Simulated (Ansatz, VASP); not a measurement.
## One calculation of BiSb3O2, two programs

```
CELL_PARAMETERS angstrom
6.42658 0.00000 0.00000
-3.21329 5.56558 0.00000
0.00000 0.00000 3.53250
ATOMIC_POSITIONS crystal
Sb 0.00000 0.50000 0.00000
Sb 0.50000 0.50000 0.00000
Sb 0.50000 0.00000 0.00000
Bi 0.00000 0.00000 0.50000
O 0.66667 0.33333 0.50000
O 0.33333 0.66667 0.50000
```

Change from the starting cell: species swapped into the DyB2Rh3 type (P6/mmm, No. 191).

Alike in both runs: task relaxation of cell and atoms; functional PBE; k mesh 6 × 6 × 10; occupations gaussian, width 0.1 eV; no spin polarisation.

|  | VASP | Ansatz |
| --- | --- | --- |
| version | VASP 6.6.1 | Ansatz 0.2.0 |
| potentials or method | VASP PAW PBE potentials, release 64 (Sb, Bi_d, O), cutoff 600 eV | scalar-relativistic, plane waves, PAW |
| valence electrons in the cell | 42 | 72 |

Ansatz gave:

- gap on the k mesh at the Fermi level, each at its own relaxed structure (eV): none
- relaxed volume (Å³/atom): 20.94
- relaxed cell length with the largest relative difference (Å): 3.451

**Question.** Estimate VASP's values.

**Answer.** gap on the k mesh at the Fermi level, each at its own relaxed structure (eV): none; relaxed volume (Å³/atom): 20.81; relaxed cell length with the largest relative difference (Å): 3.442.

A gap of «none» marks a metal or a gap that the smearing closes. VASP's potentials hold 42 valence electrons a cell and Ansatz's 72, so a difference there can come from the potentials and not from the codes.

Neither program's run includes spin-orbit coupling.
